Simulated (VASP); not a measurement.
Wanted: the native input for a VASP 6.6.1 run.

```
Task                   : single point
Functional             : PBE
Potentials or basis    : VASP PAW PBE potentials, release 64 (Au)
Cutoff                 : 500 eV
k mesh                 : 12 × 12 × 12
Occupations            : fermi-dirac, width 0.0612256 eV
Spin                   : no spin polarisation
Dipole correction      : no
Further INCAR settings : ALGO = Normal; EDIFF = 1e-06; NBANDS = 12
```

The structure of Au lies in POSCAR:

```
Au
1.0
    0.0000000000      2.0792707318      2.0792707318
    2.0792707318      0.0000000000      2.0792707318
    2.0792707318      2.0792707318      0.0000000000
Au
1
Direct
    0.0000000000      0.0000000000      0.0000000000
```

One way to write it, as run:

INCAR

```
  ALGO = Normal
  EDIFF = 1E-6
  ENCUT = 500
  GGA = PE
  GGA_COMPAT = F
  ISIF = 2
  ISMEAR = -1
  LASPH = T
  LCHARG = F
  LREAL = F
  LWAVE = F
  NBANDS = 12
  NELM = 120
  PREC = Accurate
  SIGMA = 0.06122561905347299
```

KPOINTS

```
k-points
0
Gamma
  12 12 12
```

Potentials or basis: VASP PAW PBE potentials, release 64 (Au).

Command:

```bash
$ cat potpaw_PBE.64/Au/POTCAR > POTCAR
$ mpirun -np 1 vasp_std > vasp.out
```

It gave:

The pressure is -0.2 GPa.

Run time: 8.8 s on 1 thread of Intel(R) Xeon(R) Platinum 8559C (Emerald Rapids), with other jobs on the host, peak memory 0.14 GiB.
